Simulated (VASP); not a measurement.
Here is a VASP 6.6.1 calculation.

File INCAR:

```
SYSTEM = Ta2N
  PREC = Accurate
  ENCUT = 520
  EDIFF = 1E-7
  ISMEAR = 0
  SIGMA = 0.15
  LREAL = .FALSE.
  LASPH = .TRUE.
  NELM = 60
  ALGO = Normal
  ISIF = 2
  LWAVE = .FALSE.
  LCHARG = .FALSE.
  GGA = PE
  NBANDS = 36
```

KPOINTS

```
Automatic mesh
0
G
  17 17 5
  0 0 0
```

File POSCAR:

```
Ta2N
1.0
   -3.1011400595      0.0000000000      0.0000000000
   -1.5505700297     -2.6856660722      0.0000000000
    0.0000000000      0.0000000000     15.7637800776
Ta N
4 2
Direct
    0.6666666667      0.6666666667      0.0758447170
    0.6666666667      0.6666666667      0.3855350333
    0.3333333333      0.3333333333      0.5435359156
    0.3333333333      0.3333333333      0.2338455993
    0.0000000000      0.0000000000      0.4645354745
    0.0000000000      0.0000000000      0.1548451582
```

Potentials or basis: VASP PAW PBE potentials, release 64 (Ta_pv, N).

Run with:

```console
$ cat potpaw_PBE.64/Ta_pv/POTCAR potpaw_PBE.64/N/POTCAR > POTCAR
$ mpirun -np 1 vasp_std > vasp.out
```

Estimate the largest force.

0.336 eV/Å.

Predict the band gap on the k mesh.

zero (band 27 reaches 3.26 eV, above the bottom of band 28 at 2.31 eV).

Forces in eV/Å, atoms in the order of the input:
```
Ta   0.000  0.000  0.336
Ta   0.000  0.000  0.110
Ta   0.000  0.000 -0.336
Ta   0.000  0.000 -0.110
N    0.000  0.000  0.086
N    0.000  0.000 -0.086
```

Caveat: spin-orbit coupling is left out, which moves the levels of the heavy elements.
